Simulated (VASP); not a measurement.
# GaF (Pm-3m) in VASP: further runs

GaF is run at these levels: r2SCAN-based global hybrid; tasks: single point.

All numbers are computed with VASP 6.6.1; they aren't measurements. Logs are shortened: lines on timing, memory, paths and dates and some standing lists are left out, and cuts for length are marked.

**1. The cell of the first run**

It takes space group Pm-3m (No. 221, cubic). The conventional cell has a = 3.166 Å, b = 3.166 Å, c = 3.166 Å, α = 90.00°, β = 90.00°, γ = 90.00°. Within 3.6 Å of Ga (site symmetry m-3m) lie 8 F at 2.74 Å and 6 Ga at 3.17 Å. F (site symmetry m-3m) has 8 Ga at 2.74 Å and 6 F at 3.17 Å within 3.6 Å.

**2. Single point, r2SCAN-based global hybrid**

Contents of POSCAR:

```
GaF
1.0
    3.1659200000      0.0000000000      0.0000000000
    0.0000000000      3.1659200000      0.0000000000
    0.0000000000      0.0000000000      3.1659200000
Ga F
1 1
Direct
    0.0000000000      0.0000000000      0.0000000000
    0.5000000000      0.5000000000      0.5000000000
```

Contents of INCAR.step1:

```
SYSTEM = GaF
PREC     = Accurate       ! precision mode
ENCUT    = 520            ! plane-wave cutoff, eV
EDIFF    = 1E-5           ! SCF threshold, eV
ISMEAR   = -1             ! smearing method
SIGMA    = 0.05           ! smearing width, eV
LREAL    = .False.        ! projectors in reciprocal space
LASPH    = .True.         ! aspherical terms in the spheres
NELM     = 100            ! most SCF steps
ALGO     = Normal         ! electronic algorithm
ISIF     = 2              ! what is computed and relaxed
LWAVE    = .True.         ! write WAVECAR
LCHARG   = .False.        ! write CHGCAR
GGA      = PE             ! functional
NBANDS   = 17             ! bands
```

Contents of INCAR.step2:

```
SYSTEM = GaF
PREC     = Accurate       ! precision mode
ENCUT    = 520            ! plane-wave cutoff, eV
EDIFF    = 1E-7           ! SCF threshold, eV
ISMEAR   = -1             ! smearing method
SIGMA    = 0.05           ! smearing width, eV
LREAL    = .False.        ! projectors in reciprocal space
LASPH    = .True.         ! aspherical terms in the spheres
NELM     = 100            ! most SCF steps
ALGO     = Normal         ! electronic algorithm
ISIF     = 2              ! what is computed and relaxed
LWAVE    = .False.        ! write WAVECAR
LCHARG   = .False.        ! write CHGCAR
METAGGA  = R2SCAN         ! meta-GGA
LHFCALC  = .True.         ! exact exchange
AEXX     = 0.1            ! exact-exchange fraction
LMIXTAU  = .True.       
PRECFOCK = Normal       
ISTART   = 1            
NBANDS   = 17             ! bands
```

Contents of KPOINTS:

```
Automatic mesh
0
Gamma
  5 5 5
  0 0 0
```

Potentials or basis: VASP PAW PBE potentials, release 64 (Ga_d, F).

The run is started by

```sh
cat potpaw_PBE.64/Ga_d/POTCAR potpaw_PBE.64/F/POTCAR > POTCAR
cp INCAR.step1 INCAR
mpirun -np 1 vasp_std > vasp.out
cp INCAR.step2 INCAR
mpirun -np 1 vasp_std > vasp.out
```

OUTCAR:

```text
SYSTEM = GaF
   PREC = Accurate
   ENCUT = 520
   EDIFF = 1E-7
   ISMEAR = -1
   LREAL = .False.
   LASPH = .True.
   NELM = 100
   ISIF = 2
   METAGGA = R2SCAN
   LHFCALC = .True.
   AEXX = 0.1
   PRECFOCK = Normal
   ISTART = 1

 ion  position               nearest neighbor table
   1  0.000  0.000  0.000-
   2  0.500  0.500  0.500-

  LATTYP: Found a simple cubic cell.
 ALAT       =     3.1659200000

  Lattice vectors:

 A1 = (   3.1659200000,   0.0000000000,   0.0000000000)
 A2 = (   0.0000000000,   3.1659200000,   0.0000000000)
 A3 = (   0.0000000000,   0.0000000000,   3.1659200000)

Analysis of symmetry for initial positions (statically):
=====================================================================
 Subroutine PRICEL returns:
 Original cell was already a primitive cell.

 Routine SETGRP: Setting up the symmetry group for a
 simple cubic supercell.

 Subroutine GETGRP returns: Found 48 space group operations
 (whereof 48 operations were pure point group operations)
 out of a pool of 48 trial point group operations.

The static configuration has the point symmetry O_h .

Analysis of symmetry for dynamics (positions and initial velocities):
=====================================================================
 Subroutine PRICEL returns:
 Original cell was already a primitive cell.

 Routine SETGRP: Setting up the symmetry group for a
 simple cubic supercell.

 Subroutine GETGRP returns: Found 48 space group operations
 (whereof 48 operations were pure point group operations)
 out of a pool of 48 trial point group operations.

The dynamic configuration has the point symmetry O_h .

 Subroutine INISYM returns: Found 48 space group operations
 (whereof 48 operations are pure point group operations),
 and found     1 'primitive' translations

----------------------------------------------------------------------------------------

                                     Primitive cell

  volume of cell :      31.7322

  direct lattice vectors                    reciprocal lattice vectors
     3.165920000  0.000000000  0.000000000     0.315863951  0.000000000  0.000000000
     0.000000000  3.165920000  0.000000000     0.000000000  0.315863951  0.000000000
     0.000000000  0.000000000  3.165920000     0.000000000  0.000000000  0.315863951

  length of vectors
     3.165920000  3.165920000  3.165920000     0.315863951  0.315863951  0.315863951

  position of ions in fractional coordinates (direct lattice)
     0.000000000  0.000000000  0.000000000
     0.500000000  0.500000000  0.500000000

  ion indices of the primitive-cell ions
   primitive index   ion index
                 1           1
                 2           2

----------------------------------------------------------------------------------------

 KPOINTS: Automatic mesh

Automatic generation of k-mesh.
 Grid dimensions read from file:
 generate k-points for:    5    5    5

 Generating k-lattice:

  Cartesian coordinates                     Fractional coordinates (reciprocal lattice)
     0.063172790  0.000000000  0.000000000     0.200000000  0.000000000  0.000000000
     0.000000000  0.063172790  0.000000000     0.000000000  0.200000000  0.000000000
     0.000000000  0.000000000  0.063172790     0.000000000  0.000000000  0.200000000

  Length of vectors
     0.063172790  0.063172790  0.063172790

  Shift w.r.t. Gamma in fractional coordinates (k-lattice)
     0.000000000  0.000000000  0.000000000

 Subroutine IBZKPT returns following result:
 ===========================================

 Found     10 irreducible k-points:

 Following reciprocal coordinates:
            Coordinates               Weight
  0.000000  0.000000  0.000000      1.000000
  0.200000  0.000000  0.000000      6.000000
  0.400000  0.000000  0.000000      6.000000
  0.200000  0.200000  0.000000     12.000000
  0.400000  0.200000  0.000000     24.000000
  0.400000  0.400000  0.000000     12.000000
  0.200000  0.200000  0.200000      8.000000
  0.400000  0.200000  0.200000     24.000000
  0.400000  0.400000  0.200000     24.000000
  0.400000  0.400000  0.400000      8.000000
   k-points           NKPTS =     10   k-points in BZ     NKDIM =    125   number of bands    NBANDS=     17
   number of dos      NEDOS =    301   number of ions     NIONS =      2
   total plane-waves  NPLWV =  13824
   dimension x,y,z NGX =    24 NGY =   24 NGZ =   24
   dimension x,y,z NGXF=    48 NGYF=   48 NGZF=   48
   ions per type =               1   1
   NGX,Y,Z   is equivalent  to a cutoff of  12.60, 12.60, 12.60 a.u.
   NGXF,Y,Z  is equivalent  to a cutoff of  25.21, 25.21, 25.21 a.u.
 SYSTEM =  GaF
   PREC   = accura    normal or accurate (medium, high low for compatibility)
   ISTART =      1    job   : 0-new  1-cont  2-samecut
   ICHARG =      0    charge: 1-file 2-atom 10-const
   ISPIN  =      1    spin polarized calculation?
   LNONCOLLINEAR =      F non collinear calculations
   LSORBIT =      F    spin-orbit coupling
   LASPH  =      T    aspherical Exc in radial PAW
   ENCUT  =  520.0 eV  38.22 Ry    6.18 a.u.   5.89  5.89  5.89*2*pi/ulx,y,z
   NELM   =    100;   NELMIN=  2; NELMDL=  0     # of ELM steps
   EDIFF  = 0.1E-06   stopping-criterion for ELM
   LREAL  =      F    real-space projection
   EDIFFG = 0.1E-05   stopping-criterion for IOM
   NSW    =      0    number of steps for IOM
   IBRION =     -1    ionic relax: 0-MD 1-quasi-New 2-CG
   NFREE  =      0    steps in history (QN), initial steepest desc. (CG)
   ISIF   =      2    stress and relaxation
   ISYM   =      3    0-nonsym 1-usesym 2-fastsym
   POTIM  = 0.5000    time-step for ionic-motion
   TEBEG  =    0.0;   TEEND  =   0.0 temperature during run
   PSTRESS=    0.0 pullay stress
   NELECT =      20.0000    total number of electrons
   NUPDOWN=      -1.0000    fix difference up-down
   EMIN   =  10.00;   EMAX   =-10.00  energy-range for DOS
   EFERMI =   0.00;   METHOD = LEGACY
   ISMEAR =    -1;   SIGMA  =   0.05  broadening in eV -4-tet -1-fermi 0-gaus
   EFERMI_NEDOS =   21; number of points for ismear=-14 and -15
   IALGO  =     38    algorithm
   IMIX   =      1    mixing-type and parameters
     AMIX     =   0.40;   BMIX     =  1.00
     AMIX_MAG =   1.60;   BMIX_MAG =  1.00
  volume/ion in A,a.u.               =      15.87       107.07
  Fermi-wavevector in a.u.,A,eV,Ry     =   1.403627  2.652469 26.805754  1.970167
  Thomas-Fermi vector in A             =   2.526269
   LORBIT       =      0    0 simple, 1 ext, 2 COOP (PROOUT), +10 PAW based schemes
   METAGGA = R2SCAN    functional components
   LHFCALC =     T    Hartree Fock is set to
   PRECFOCK=normal    Normal, Fast or Accurate (Low or Medium for compatibility)
   ENCUT4O =  -1.0   cutoff for four orbital integrals eV
   NKREDX  =     1    reduce k-point grid by
   NKREDY  =     1    reduce k-point grid by
   NKREDZ  =     1    reduce k-point grid by
   AEXX    =    0.1000 exact exchange contribution
   HFSCREEN=    0.0000 screening length (either q_TF or 0.3 A-1)
   HFSCREENC=   0.0000 screening length for correlation (either q_TF or 0.3 A-1)
   ENCUTFOCK=  -1.0 apply spherical cutoff to Coloumb kernel
   IVDW    =     0    specifies the selected vdW correction
   LEPSILON=     F    determine dielectric tensor
   LRPA    =     F    only Hartree local field effects (RPA)
 non-spin polarized calculation
  energy-cutoff  :      520.00
  volume of cell :       31.73
 maximum number of plane-waves:       867
 NGX is ok and might be reduce to    24
  NGX = 18; NGY = 18; NGZ = 18

 number of electron      19.9999980 magnetization

 Free energy of the ion-electron system (eV)
  ---------------------------------------------------
  ext. energy  EPLUGINS =         0.00000000
  ---------------------------------------------------
  free energy    TOTEN  =       -17.28336293 eV

  energy without entropy =      -17.28336293  energy(sigma->0) =      -17.28336293

 E-fermi :   2.2374     XC(G=0):  -9.7526

 val. band max:        1.0796983897   @ k =   0.4000   0.4000   0.4000
 cond. band min:       4.1033474837   @ k =   0.4000   0.0000   0.0000
 fundamental gap:      3.0236490940
 Fermi energy:         2.2374442095

 k-point     1 :       0.0000    0.0000    0.0000
  band No.  band energies     occupation
      1     -22.4247      2.00000
      2     -13.7498      2.00000
      3     -13.7498      2.00000
      4     -13.5890      2.00000
      5     -13.5890      2.00000
      6     -13.5890      2.00000
[... 9 lines left out ...]
     16      20.5244      0.00000
     17      26.5377      0.00000

 k-point     2 :       0.2000    0.0000    0.0000
  band No.  band energies     occupation
      1     -22.3770      2.00000
      2     -13.7468      2.00000
      3     -13.7086      2.00000
      4     -13.6051      2.00000
      5     -13.6051      2.00000
      6     -13.5877      2.00000
[... 9 lines left out ...]
     16      22.5285      0.00000
     17      22.5743      0.00000

 k-point     3 :       0.4000    0.0000    0.0000
  band No.  band energies     occupation
      1     -22.2978      2.00000
      2     -13.7418      2.00000
      3     -13.6437      2.00000
      4     -13.6310      2.00000
      5     -13.6310      2.00000
      6     -13.5857      2.00000
[... 9 lines left out ...]
     16      19.4667      0.00000
     17      21.5470      0.00000

 k-point     4 :       0.2000    0.2000    0.0000
  band No.  band energies     occupation
      1     -22.3333      2.00000
      2     -13.7256      2.00000
      3     -13.6837      2.00000
      4     -13.6180      2.00000
      5     -13.6047      2.00000
      6     -13.6013      2.00000
[... 9 lines left out ...]
     16      19.1130      0.00000
     17      22.4580      0.00000
[... 63 lines left out ...]
      1     -22.2266      2.00000
      2     -13.6767      2.00000
      3     -13.6497      2.00000
      4     -13.6314      2.00000
      5     -13.6179      2.00000
      6     -13.6079      2.00000
[... 9 lines left out ...]
     16      20.2747      0.00000
     17      21.2438      0.00000

 k-point     9 :       0.4000    0.4000    0.2000
  band No.  band energies     occupation
      1     -22.1682      2.00000
      2     -13.6641      2.00000
      3     -13.6448      2.00000
      4     -13.6418      2.00000
      5     -13.6386      2.00000
      6     -13.5654      2.00000
[... 9 lines left out ...]
     16      17.6636      0.00000
     17      23.3652      0.00000

 k-point    10 :       0.4000    0.4000    0.4000
  band No.  band energies     occupation
      1     -22.1117      2.00000
      2     -13.6817      2.00000
      3     -13.6817      2.00000
      4     -13.6705      2.00000
      5     -13.5634      2.00000
      6     -13.5634      2.00000
[... 9 lines left out ...]
     16      15.7416      0.00000
     17      25.3583      0.00000

------------------------ aborting loop because EDIFF is reached ----------------------------------------

  FORCE on cell =-STRESS in cart. coord.  units (eV):
  Direction    XX          YY          ZZ          XY          YZ          ZX
  --------------------------------------------------------------------------------------
  -------------------------------------------------------------------------------------
  Total       -0.4163253     -0.4163253     -0.4163253      0.0000000      0.0000000     -0.0000000
  in kB      -21.0205240    -21.0205240    -21.0205240      0.0000000      0.0000000     -0.0000000
  external PRESSURE =     -21.0205240 kB  Pullay stress =       0.0000000 kB

 VOLUME and BASIS-vectors are now :
 -----------------------------------------------------------------------------
  energy-cutoff  :      520.00
  volume of cell :       31.73
      direct lattice vectors                 reciprocal lattice vectors
     3.165920000  0.000000000  0.000000000     0.315863951  0.000000000  0.000000000
     0.000000000  3.165920000  0.000000000     0.000000000  0.315863951  0.000000000
     0.000000000  0.000000000  3.165920000     0.000000000  0.000000000  0.315863951

 POSITION                                       TOTAL-FORCE (eV/Angst)
 -----------------------------------------------------------------------------------
      0.00000      0.00000      0.00000         0.000000      0.000000      0.000000
      1.58296      1.58296      1.58296         0.000000      0.000000      0.000000
 -----------------------------------------------------------------------------------
    total drift:                               -0.000000      0.000000      0.000000

  FREE ENERGIE OF THE ION-ELECTRON SYSTEM (eV)
  ---------------------------------------------------
  free  energy   TOTEN  =       -17.2833629334 eV

  energy  without entropy=      -17.2833629333  energy(sigma->0) =      -17.28336293
```

It took 26 min on 1 thread of Intel Xeon 8259CL, shared host; peak memory 0.16 GiB.

What came out:

```
Free energy            : -17.2834 eV
Pressure               : -2.1 GPa
Band gap on the k mesh : 3.02 eV, indirect (least direct gap 3.71 eV)
```

Caveat: the PAW data sets were made with another functional, which shifts forces and pressure a little.

**3. Single point, r2SCAN-based global hybrid**

POSCAR is that of step 2.

Contents of INCAR.step1:

```
SYSTEM = GaF
ALGO     = Normal         ! electronic algorithm
EDIFF    = 1E-5           ! SCF threshold, eV
ENCUT    = 520            ! plane-wave cutoff, eV
GGA      = PE             ! functional
ISIF     = 2              ! what is computed and relaxed
ISMEAR   = -1             ! smearing method
LASPH    = .True.         ! aspherical terms in the spheres
LCHARG   = .False.        ! write CHGCAR
LREAL    = .False.        ! projectors in reciprocal space
LWAVE    = .True.         ! write WAVECAR
NBANDS   = 17             ! bands
NELM     = 80             ! most SCF steps
PREC     = Accurate       ! precision mode
SIGMA    = 0.05           ! smearing width, eV
```

Contents of INCAR.step2:

```
SYSTEM = GaF
AEXX     = 0.15           ! exact-exchange fraction
ALGO     = Normal         ! electronic algorithm
EDIFF    = 1E-6           ! SCF threshold, eV
ENCUT    = 520            ! plane-wave cutoff, eV
ISIF     = 2              ! what is computed and relaxed
ISMEAR   = -1             ! smearing method
ISTART   = 1            
LASPH    = .True.         ! aspherical terms in the spheres
LCHARG   = .False.        ! write CHGCAR
LHFCALC  = .True.         ! exact exchange
LMIXTAU  = .True.       
LREAL    = .False.        ! projectors in reciprocal space
LWAVE    = .False.        ! write WAVECAR
METAGGA  = R2SCAN         ! meta-GGA
NBANDS   = 17             ! bands
NELM     = 80             ! most SCF steps
PREC     = Accurate       ! precision mode
PRECFOCK = Normal       
SIGMA    = 0.05           ! smearing width, eV
```

Contents of KPOINTS:

```
k-points
0
Gamma
  5 5 5
  0 0 0
```

Potentials or basis: VASP PAW PBE potentials, release 64 (Ga_d, F).

The run is started by

```sh
cat potpaw_PBE.64/Ga_d/POTCAR potpaw_PBE.64/F/POTCAR > POTCAR
cp INCAR.step1 INCAR
mpirun -np 1 vasp_std > vasp.out
cp INCAR.step2 INCAR
mpirun -np 1 vasp_std > vasp.out
```

Run time: 16 min. Hardware: 1 thread of Intel Xeon 8259CL, shared host; peak memory 0.16 GiB.

It converged, with:

```
Free energy            : -17.3271 eV
Pressure               : -2.0 GPa
Band gap on the k mesh : 3.27 eV, indirect (least direct gap 4.03 eV)
```

Levels at points of the mesh, in eV from the valence-band top:
```
           k point  band 6  band 7  band 8  band 9  band 10  band 11  band 12  band 13  band 14  band 15
(0.00, 0.00, 0.00)  -15.18   -5.50   -3.31   -3.31    -3.31    10.83    10.83    10.83    12.23    12.23
```

Caveat: the PAW data sets were made with another functional, which shifts forces and pressure a little. A k mesh can miss the band edges.
